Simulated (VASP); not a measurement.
Runs of VASP 6.6.1 on PbS. The structure is that of space group C2/m (No. 12), or close to it. The cells are those of the table. 

```csv
task,cell,gap on the mesh (eV),largest force (eV/Å)
electric field gradients,"a = 4.130, b = 4.130, c = 11.876 Å, angles 93.7, 93.7, 89.2°, 4 atoms",1.23,0.51
single point,"a = 4.089, b = 4.172, c = 11.739 Å, angles 92.2, 93.7, 89.2°, 4 atoms",(b),0.41
single point,"a = 4.130, b = 4.130, c = 11.992 Å, angles 93.7, 93.7, 89.2°, 4 atoms",(a),0.59
electric field gradients,"a = 4.130, b = 4.130, c = 11.526 Å, angles 93.8, 93.8, 89.2°, 4 atoms",1.36,0.18
electric field gradients,"a = 4.130, b = 4.130, c = 11.409 Å, angles 93.9, 93.9, 89.2°, 4 atoms",1.42,0.22
```

Alike in all rows: level PBE; potentials or basis VASP PAW PBE potentials, release 64 (Pb_d, S); no spin polarisation; k mesh 7 × 7 × 3; cutoff (eV) 520; smearing fermi-dirac 0.01 eV.

Task: Fill in the values left out.

Result: (a) 1.19; (b) 1.26.

Caveats: spin-orbit coupling is left out, which moves the levels of the heavy elements.

A k mesh can miss the band edges, and the runs leave out spin-orbit coupling on Pb.
